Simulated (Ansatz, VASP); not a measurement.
## One calculation of SiC, two programs

INCAR

```
SYSTEM = SiC
PREC = Accurate
ENCUT = 600
EDIFF = 1E-6
ISMEAR = 0
SIGMA = 0.02
LREAL = .FALSE.
LASPH = .TRUE.
NELM = 100
ALGO = Normal
ISIF = 3
LWAVE = .FALSE.
LCHARG = .FALSE.
GGA = PE
IBRION = 2
NSW = 100
EDIFFG = -0.01
```

The input KPOINTS:

```
regular mesh
0
G
  10 10 10
  0 0 0
```

The input POSCAR:

```
SiC
1.0
    0.0000000000      2.1898276897      2.1898276897
    2.1898276897      0.0000000000      2.1898276897
    2.1898276897      2.1898276897      0.0000000000
Si C
1 1
Direct
    0.2500000000      0.2500000000      0.2500000000
    0.5000000000      0.5000000000      0.5000000000
```

Input for Ansatz:

```yaml
crystal:
  lattice:
    - [0.0, 2.1898276897, 2.1898276897]
    - [2.1898276897, 0.0, 2.1898276897]
    - [2.1898276897, 2.1898276897, 0.0]
  atoms:
    - { symbol: Si, position: [0.25, 0.25, 0.25] }
    - { symbol: C, position: [0.5, 0.5, 0.5] }
basis:
  ecutwfc: 420
kpoints:
  mp_grid: { grid: [10, 10, 10] }
hamiltonian:
  xc: pbe
scf:
  occupations: { method: gaussian, width: 0.02 }
output:
  forces: true
  stress: true
  eigenvalues: true
  write_density: true
  write_potential: true
  elf: true
  volumetric_format: npy
relax:
  adjacent_minimum: "off"
  f_tol: 0.01
  max_steps: 80
  cell: { stress_tol: 0.05 }
```

Change from the starting cell: the structure that the rattled CuAu (L1_0) type (P4/mmm, No. 123) fell into.

Alike in both runs: task relaxation of cell and atoms; functional PBE; k mesh 10 × 10 × 10; occupations gaussian, width 0.02 eV; no spin polarisation.

|  | VASP | Ansatz |
| --- | --- | --- |
| version | VASP 6.6.1 | Ansatz 0.2.0 |
| potentials or method | VASP PAW PBE potentials, release 64 (Si, C), cutoff 600 eV | scalar-relativistic, plane waves, PAW |
| valence electrons in the cell | 8 | 8 |

|  | VASP | Ansatz | Ansatz less VASP |
| --- | --- | --- | --- |
| gap on the k mesh at the Fermi level, each at its own relaxed structure (eV) | 1.37 | 1.37 | +0.002 |
| relaxed volume (Å³/atom) | 10.49 | 10.50 | +0.008 |
| relaxed cell length with the largest relative difference (Å) | 3.096 | 3.097 | +0.0008 |
